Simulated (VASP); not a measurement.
Input of a VASP 6.6.1 run:

INCAR

```
SYSTEM = AlCo
PREC = Accurate
ENCUT = 520
EDIFF = 1E-7
ISMEAR = 0
SIGMA = 0.15
LREAL = .FALSE.
LASPH = .TRUE.
NELM = 80
ALGO = Fast
ISIF = 2
LWAVE = .FALSE.
LCHARG = .FALSE.
GGA = PS
NBANDS = 13
```

File KPOINTS:

```
regular mesh
0
G
  18 18 18
  0 0 0
```

The input POSCAR:

```
AlCo
1.0
    2.8275338963     -0.1488175735     -0.1488175735
   -0.1488175735      2.8275338963     -0.1488175735
   -0.1488175735     -0.1488175735      2.8275338963
Al Co
1 1
Direct
    0.0000000000      0.0000000000      0.0000000000
    0.5000000000      0.5000000000      0.5000000000
```

Potentials or basis: VASP PAW PBE potentials, release 64 (Al, Co).

Launch:

```sh
$ cat potpaw_PBE.64/Al/POTCAR potpaw_PBE.64/Co/POTCAR > POTCAR
$ mpirun -np 1 vasp_std > vasp.out
```

Estimate the band gap on the k mesh.

zero (band 6 reaches 12.65 eV, above the bottom of band 7 at 10.57 eV).

Estimate the pressure.

7.1 GPa.

Stress tensor (GPa, compression positive):
```
 7.14 22.20 22.20
22.20  7.14 22.20
22.20 22.20  7.14
```

Caveat: the PAW data sets were made with another functional, which shifts forces and pressure a little. Spin polarisation is off, so any magnetic state and its effect on volume and gap are missing.
